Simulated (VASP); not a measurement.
# Co (P6_3/mmc) in VASP: notebook

Runs on Co. Level: PBE. Tasks: single point.

All numbers are computed with VASP 6.6.1; they aren't measurements. Logs are shortened: lines on timing, memory, paths and dates and some standing lists are left out, and cuts for length are marked.

## (1) The cell of the first run

The structure is hexagonal, space group P6_3/mmc (No. 194). The conventional cell has a = 2.471 Å, b = 2.471 Å, c = 8.088 Å, α = 90.00°, β = 90.00°, γ = 120.00°. Co (site symmetry -6m2) has 12 Co at 2.47 Å within 3.3 Å. Within 3.3 Å of Co (site symmetry -3m) lie 12 Co at 2.47 Å.

## (2) Single point, PBE, collinear spin, zero start

INCAR reads:

```
PREC = Accurate
ENCUT = 520
EDIFF = 1E-7
ISMEAR = -1
SIGMA = 0.05
LREAL = F
LASPH = T
NELM = 150
ALGO = Normal
ISIF = 2
LWAVE = F
LCHARG = F
ISPIN = 2
MAGMOM = 0 0 0 0
LORBIT = 11
NUPDOWN = 0.0
LMAXMIX = 4
GGA = PE
NBANDS = 30
```

KPOINTS reads:

```
regular mesh
0
Gamma
  10 10 3
```

POSCAR reads:

```
Co
1.0
    2.4705617809      0.0000000000      0.0000000000
   -1.2352808905      2.1395692639      0.0000000000
    0.0000000000      0.0000000000      8.0882338000
Co
4
Direct
    0.6666666667      0.3333333333      0.7500000000
    0.0000000000      0.0000000000      0.5000000000
    0.3333333333      0.6666666667      0.2500000000
    0.0000000000      0.0000000000      0.0000000000
```

Potentials or basis: VASP PAW PBE potentials, release 64 (Co).

Started as:

```bash
cat potpaw_PBE.64/Co/POTCAR > POTCAR
mpirun -np 1 vasp_std > vasp.out
```

OUTCAR:

```text
PREC = Accurate
   ENCUT = 520
   EDIFF = 1E-7
   ISMEAR = -1
   LREAL = F
   LASPH = T
   NELM = 150
   ISIF = 2
   ISPIN = 2
   LORBIT = 11
   NUPDOWN = 0.0
   GGA = PE

 ion  position               nearest neighbor table
   1  0.667  0.333  0.750-   2 2.47   4 2.47   2 2.47   4 2.47   2 2.47   4 2.47
   2  0.000  0.000  0.500-   1 2.47   3 2.47   1 2.47   3 2.47   1 2.47   3 2.47
   3  0.333  0.667  0.250-   2 2.47   4 2.47   2 2.47   4 2.47   2 2.47   4 2.47
   4  0.000  0.000  0.000-   1 2.47   3 2.47   1 2.47   3 2.47   1 2.47   3 2.47

  LATTYP: Found a hexagonal cell.
 ALAT       =     2.4705617809
 C/A-ratio  =     3.2738439745

  Lattice vectors:

 A1 = (   2.4705617809,   0.0000000000,   0.0000000000)
 A2 = (  -1.2352808905,   2.1395692639,   0.0000000000)
 A3 = (   0.0000000000,   0.0000000000,   8.0882338000)

Analysis of symmetry for initial positions (statically):
=====================================================================
 Subroutine PRICEL returns:
 Original cell was already a primitive cell.

 Routine SETGRP: Setting up the symmetry group for a
 hexagonal supercell.

 Subroutine GETGRP returns: Found 24 space group operations
 (whereof 12 operations were pure point group operations)
 out of a pool of 24 trial point group operations.

The static configuration has the point symmetry D_3d.
 The point group associated with its full space group is D_6h.

Analysis of symmetry for dynamics (positions and initial velocities):
=====================================================================
 Subroutine PRICEL returns:
 Original cell was already a primitive cell.

 Routine SETGRP: Setting up the symmetry group for a
 hexagonal supercell.

 Subroutine GETGRP returns: Found 24 space group operations
 (whereof 12 operations were pure point group operations)
 out of a pool of 24 trial point group operations.

The dynamic configuration has the point symmetry D_3d.
 The point group associated with its full space group is D_6h.

Analysis of structural, dynamic, and magnetic symmetry:
=====================================================================
 Subroutine PRICEL returns:
 Original cell was already a primitive cell.

 Routine SETGRP: Setting up the symmetry group for a
 hexagonal supercell.

 Subroutine GETGRP returns: Found 24 space group operations
 (whereof 12 operations were pure point group operations)
 out of a pool of 24 trial point group operations.

The overall configuration has the point symmetry D_3d.
 The point group associated with its full space group is D_6h.

 Subroutine INISYM returns: Found 24 space group operations
 (whereof 12 operations are pure point group operations),
 and found     1 'primitive' translations

----------------------------------------------------------------------------------------

                                     Primitive cell

  volume of cell :      42.7539

  direct lattice vectors                    reciprocal lattice vectors
     2.470561781  0.000000000  0.000000000     0.404766239  0.233691897  0.000000000
    -1.235280890  2.139569264  0.000000000     0.000000000  0.467383794  0.000000000
     0.000000000  0.000000000  8.088233800     0.000000000  0.000000000  0.123636386

  length of vectors
     2.470561781  2.470561781  8.088233800     0.467383794  0.467383794  0.123636386

  position of ions in fractional coordinates (direct lattice)
     0.666666667  0.333333333  0.750000000
     0.000000000  0.000000000  0.500000000
     0.333333333  0.666666667  0.250000000
     0.000000000  0.000000000  0.000000000

  ion indices of the primitive-cell ions
   primitive index   ion index
                 1           1
                 2           2
                 3           3
                 4           4

----------------------------------------------------------------------------------------

 KPOINTS: regular mesh

Automatic generation of k-mesh.
 Grid dimensions read from file:
 generate k-points for:   10   10    3

 Generating k-lattice:

  Cartesian coordinates                     Fractional coordinates (reciprocal lattice)
     0.040476624  0.023369190  0.000000000     0.100000000 -0.000000000  0.000000000
     0.000000000  0.046738379  0.000000000     0.000000000  0.100000000  0.000000000
     0.000000000  0.000000000  0.041212129     0.000000000  0.000000000  0.333333333

  Length of vectors
     0.046738379  0.046738379  0.041212129

  Shift w.r.t. Gamma in fractional coordinates (k-lattice)
     0.000000000  0.000000000  0.000000000

 Subroutine IBZKPT returns following result:
 ===========================================

 Found     28 irreducible k-points:

 Following reciprocal coordinates:
            Coordinates               Weight
  0.000000  0.000000  0.000000      1.000000
  0.100000  0.000000  0.000000      6.000000
  0.200000  0.000000  0.000000      6.000000
  0.300000  0.000000  0.000000      6.000000
  0.400000  0.000000  0.000000      6.000000
  0.500000  0.000000  0.000000      3.000000
[... 16 lines left out ...]
  0.300000  0.100000  0.333333     24.000000
  0.400000  0.100000  0.333333     24.000000
 [... further k-points ...]
   k-points           NKPTS =     28   k-points in BZ     NKDIM =     28   number of bands    NBANDS=     30
   number of dos      NEDOS =    301   number of ions     NIONS =      4
   total plane-waves  NPLWV =  19440
   dimension x,y,z NGX =    18 NGY =   18 NGZ =   60
   dimension x,y,z NGXF=    36 NGYF=   36 NGZF=  120
   ions per type =               4
   NGX,Y,Z   is equivalent  to a cutoff of  12.11, 12.11, 12.33 a.u.
   NGXF,Y,Z  is equivalent  to a cutoff of  24.22, 24.22, 24.66 a.u.
 SYSTEM =  unknown system
   PREC   = accura    normal or accurate (medium, high low for compatibility)
   ISTART =      0    job   : 0-new  1-cont  2-samecut
   ICHARG =      2    charge: 1-file 2-atom 10-const
   ISPIN  =      2    spin polarized calculation?
   LNONCOLLINEAR =      F non collinear calculations
   LSORBIT =      F    spin-orbit coupling
   LASPH  =      T    aspherical Exc in radial PAW
   ENCUT  =  520.0 eV  38.22 Ry    6.18 a.u.   4.59  4.59 15.04*2*pi/ulx,y,z
   NELM   =    150;   NELMIN=  2; NELMDL= -5     # of ELM steps
   EDIFF  = 0.1E-06   stopping-criterion for ELM
   LREAL  =      F    real-space projection
   EDIFFG = 0.1E-05   stopping-criterion for IOM
   NSW    =      0    number of steps for IOM
   IBRION =     -1    ionic relax: 0-MD 1-quasi-New 2-CG
   NFREE  =      0    steps in history (QN), initial steepest desc. (CG)
   ISIF   =      2    stress and relaxation
   ISYM   =      2    0-nonsym 1-usesym 2-fastsym
   POTIM  = 0.5000    time-step for ionic-motion
   TEBEG  =    0.0;   TEEND  =   0.0 temperature during run
   PSTRESS=    0.0 pullay stress
   NELECT =      36.0000    total number of electrons
   NUPDOWN=       0.0000    fix difference up-down
   EMIN   =  10.00;   EMAX   =-10.00  energy-range for DOS
   EFERMI =   0.00;   METHOD = LEGACY
   ISMEAR =    -1;   SIGMA  =   0.05  broadening in eV -4-tet -1-fermi 0-gaus
   EFERMI_NEDOS =   21; number of points for ismear=-14 and -15
   IALGO  =     38    algorithm
   IMIX   =      4    mixing-type and parameters
     AMIX     =   0.40;   BMIX     =  1.00
     AMIX_MAG =   1.60;   BMIX_MAG =  1.00
  volume/ion in A,a.u.               =      10.69        72.13
  Fermi-wavevector in a.u.,A,eV,Ry     =   1.545908  2.921343 32.515647  2.389833
  Thomas-Fermi vector in A             =   2.651220
   LORBIT       =     11    0 simple, 1 ext, 2 COOP (PROOUT), +10 PAW based schemes
   GGA     = PE    functional components
   LHFCALC =     F    Hartree Fock is set to
   AEXX    =    0.0000 exact exchange contribution
   IVDW    =     0    specifies the selected vdW correction
   LEPSILON=     F    determine dielectric tensor
   LRPA    =     F    only Hartree local field effects (RPA)
 spin polarized calculation
  energy-cutoff  :      520.00
  volume of cell :       42.75
 maximum number of plane-waves:      1172
   NGX =  9   NGY =  9   NGZ = 31

 number of electron      35.9999992 magnetization      -0.0000000

 number of electron      35.9999992 magnetization       0.0000000

 Free energy of the ion-electron system (eV)
  ---------------------------------------------------
  ext. energy  EPLUGINS =         0.00000000
  ---------------------------------------------------
  free energy    TOTEN  =       -27.33096617 eV

  energy without entropy =      -27.24684049  energy(sigma->0) =      -27.28890333

 E-fermi :  10.3541     XC(G=0): -13.5101

 val. band max:       10.3485451431   @ k =   0.3000   0.1000   0.3333
 cond. band min:      10.3690205091   @ k =   0.2000   0.2000   0.3333
 fundamental gap:      0.0204753660
 Fermi energy:        10.3541116895

 spin component 1

 k-point     1 :       0.0000    0.0000    0.0000
  band No.  band energies     occupation
      1       1.4610      1.00000
      2       3.7218      1.00000
      3       3.7305      1.00000
      4       5.6781      1.00000
      5       8.0636      1.00000
      6       8.0819      1.00000
[... 781 lines left out ...]
     29      23.8631      0.00000
     30      24.4932      0.00000

 [... further k-points ...]

 spin component 2

 k-point     1 :       0.0000    0.0000    0.0000
  band No.  band energies     occupation
      1       1.4610      1.00000
      2       3.7218      1.00000
      3       3.7305      1.00000
      4       5.6781      1.00000
      5       8.0637      1.00000
      6       8.0819      1.00000
[... 781 lines left out ...]
     29      23.8631      0.00000
     30      24.4932      0.00000

 [... further k-points ...]
[... 5 lines left out ...]
  --------------------------------------------------------------------------------------
  -------------------------------------------------------------------------------------
  Total       -2.2973240     -2.2973240     -2.4771481      0.0000000      0.0000000      0.0000000
  in kB      -86.0908644    -86.0908644    -92.8296663      0.0000000      0.0000000      0.0000000
  external PRESSURE =     -88.3371317 kB  Pullay stress =       0.0000000 kB

 VOLUME and BASIS-vectors are now :
 -----------------------------------------------------------------------------
  energy-cutoff  :      520.00
  volume of cell :       42.75
      direct lattice vectors                 reciprocal lattice vectors
     2.470561781  0.000000000  0.000000000     0.404766239  0.233691897  0.000000000
    -1.235280890  2.139569264  0.000000000     0.000000000  0.467383794  0.000000000
     0.000000000  0.000000000  8.088233800     0.000000000  0.000000000  0.123636386

 POSITION                                       TOTAL-FORCE (eV/Angst)
 -----------------------------------------------------------------------------------
      1.23528      0.71319      6.06618        -0.000000     -0.000000     -0.000000
      0.00000      0.00000      4.04412         0.000000      0.000000      0.000000
     -0.00000      1.42638      2.02206         0.000000      0.000000      0.000000
      0.00000      0.00000      0.00000        -0.000000      0.000000      0.000000
 -----------------------------------------------------------------------------------
    total drift:                                0.000000     -0.000000      0.000000

  FREE ENERGIE OF THE ION-ELECTRON SYSTEM (eV)
  ---------------------------------------------------
  free  energy   TOTEN  =       -27.3309661696 eV

  energy  without entropy=      -27.2468404875  energy(sigma->0) =      -27.28890333

 total charge

# of ion       s       p       d       tot
------------------------------------------
    1        0.489   0.527   7.286   8.302
    2        0.489   0.526   7.285   8.300
    3        0.489   0.527   7.286   8.302
    4        0.489   0.526   7.285   8.300
--------------------------------------------------
tot          1.955   2.105  29.142  33.203

 magnetization (x)

# of ion       s       p       d       tot
------------------------------------------
    1        0.000  -0.000   0.000   0.000
    2        0.000  -0.000  -0.000  -0.000
    3        0.000  -0.000   0.000   0.000
    4        0.000  -0.000  -0.000  -0.000
--------------------------------------------------
tot          0.000  -0.000   0.000   0.000
```

Run time: 34 s. Hardware: 1 thread of AMD EPYC 9R45 (Zen 5), shared host; peak memory 0.16 GiB.

Results:

```yaml
Free_energy: -27.3310 eV
Pressure: -8.8 GPa
Net_moment: 0.00 μB per cell
Valence_electrons_inside_the_program's_atomic_spheres: Co 8.30
```

Caveat: the total moment is fixed, so each spin has its own Fermi level.

## (3) Single point, PBE, collinear spin, ferromagnetic start

INCAR reads:

```
ALGO = Normal
EDIFF = 1E-6
ENCUT = 520
GGA = PE
ISIF = 2
ISMEAR = -1
ISPIN = 2
LASPH = T
LCHARG = F
LMAXMIX = 4
LORBIT = 11
LREAL = F
LWAVE = F
MAGMOM = 0.5 0.5 0.5 0.5
NBANDS = 30
NELM = 150
NUPDOWN = 2.0
PREC = Accurate
SIGMA = 0.05
```

KPOINTS reads:

```
k-points
0
Gamma
  10 10 3
```

POSCAR is that of step 2.

Potentials or basis: VASP PAW PBE potentials, release 64 (Co).

Started as:

```bash
cat potpaw_PBE.64/Co/POTCAR > POTCAR
mpirun -np 1 vasp_std > vasp.out
```

Wall time 51 s (1 thread of AMD EPYC 9R45 (Zen 5), shared host); peak memory 0.16 GiB.

It converged, with:

| Property | Result |
| --- | --- |
| Free energy | -27.4330 eV |
| Pressure | -6.7 GPa |
| Net moment | 2.00 μB per cell |
| Site moments | Co +0.07, +0.95 μB |
| Valence electrons inside the program's atomic spheres | Co 8.31, 8.29 |

Stress tensor (GPa, compression positive):
```
-6.11  0.00  0.00
 0.00 -6.11  0.00
 0.00  0.00 -7.88
```

Caveat: the total moment is fixed, so each spin has its own Fermi level.

## (4) Single point, PBE, collinear spin, ferromagnetic start

INCAR reads:

```
SYSTEM = Co
PREC     = Accurate       ! precision mode
ENCUT    = 520            ! plane-wave cutoff, eV
EDIFF    = 1E-6           ! SCF threshold, eV
ISMEAR   = -1             ! smearing method
SIGMA    = 0.05           ! smearing width, eV
LREAL    = .FALSE.        ! projectors in reciprocal space
LASPH    = .TRUE.         ! aspherical terms in the spheres
NELM     = 150            ! most SCF steps
ALGO     = Normal         ! electronic algorithm
ISIF     = 2              ! what is computed and relaxed
LWAVE    = .FALSE.        ! write WAVECAR
LCHARG   = .TRUE.         ! write CHGCAR
ISPIN    = 2              ! spin polarisation
MAGMOM   = 1 1 1 1        ! initial moments
LORBIT   = 11             ! projections on sites
NUPDOWN  = 4.0            ! fixed moment
LMAXMIX  = 4              ! l up to which the mixer works
GGA      = PE             ! functional
LELF     = .TRUE.         ! ELF
LVHAR    = .TRUE.       
NBANDS   = 30             ! bands
```

KPOINTS reads:

```
regular mesh
0
G
  10 10 3
  0 0 0
```

POSCAR is that of step 3.

Started as:

```bash
cat potpaw_PBE.64/Co/POTCAR > POTCAR
mpirun -np 1 vasp_std > vasp.out
```

It took 2.1 min on 1 thread of AMD EPYC 9R45 (Zen 5), shared host; peak memory 0.17 GiB.

The run converged. Its results:

```yaml
Free_energy: -27.6785 eV
Pressure: -3.7 GPa
Net_moment: 4.00 μB per cell
Site_moments: Co +0.78, +1.25 μB
Valence_electrons_inside_the_program's_atomic_spheres: Co 8.31, 8.30
```

Stress tensor (GPa, compression positive):
```
-2.90  0.00  0.00
 0.00 -2.90  0.00
 0.00  0.00 -5.29
```

Caveat: the total moment is fixed, so each spin has its own Fermi level.

(Part 1 of 2 ends here.)
